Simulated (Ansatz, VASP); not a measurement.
## Two plane-wave programs on GaAs

INCAR

```
PREC = Accurate
ENCUT = 600
EDIFF = 1E-6
ISMEAR = -1
SIGMA = 0.02
LREAL = False
LASPH = True
NELM = 120
ALGO = Normal
ISIF = 2
LWAVE = False
LCHARG = False
GGA = PE
NBANDS = 21
GGA_COMPAT = False
```

The input KPOINTS:

```
regular mesh
0
Gamma
  8 8 8
```

File POSCAR:

```
GaAs
1.0
    0.0000000000      2.8330831656      2.8330831656
    2.8330831656      0.0000000000      2.8330831656
    2.8330831656      2.8330831656      0.0000000000
Ga As
1 1
Direct
    0.0000000000      0.0000000000      0.0000000000
    0.2500000000      0.2500000000      0.2500000000
```

Input for Ansatz:

```yaml
crystal:
  lattice:
    - [0.0, 2.8330831656, 2.8330831656]
    - [2.8330831656, 0.0, 2.8330831656]
    - [2.8330831656, 2.8330831656, 0.0]
  atoms:
    - { symbol: Ga, position: [0.0, 0.0, 0.0] }
    - { symbol: As, position: [0.25, 0.25, 0.25] }
kpoints:
  mp_grid: { grid: [8, 8, 8] }
  band_path:
    path:
      - [[0.0, 0.0, 0.0], [-0.5, -0.5, -9.374813646252e-34], [-0.375, -0.375, 0.25]]
      - [[-0.375, 1.777849594966e-17, 0.375], [0.0, 0.0, 0.0], [7.249847953943e-20, 7.249847953943e-20, 0.5], [-0.5, -0.25, 0.25], [-0.5, -0.5, -9.374813646252e-34]]
    npoints: 10
hamiltonian:
  xc: pbe
scf:
  occupations: { method: fermi_dirac, width: 0.02 }
  n_extra_bands: 4
output:
  forces: true
  stress: true
  eigenvalues: true
```

Alike in both runs: task single point; functional PBE; k mesh 8 × 8 × 8; occupations fermi-dirac, width 0.02 eV; no spin polarisation.

```csv
,VASP,Ansatz
version,VASP 6.6.1,Ansatz 0.2.0
potentials or method,"VASP PAW PBE potentials, release 64 (Ga_d, As_d)","plane waves, PAW"
plane-wave cutoff (eV),600,420
valence electrons in the cell,28,28
```

Ansatz gave:

| Property | Result |
| --- | --- |
| pressure (GPa) | 2.8 |

Q: Which values does VASP return?

A: Pressure (GPa): 2.7.
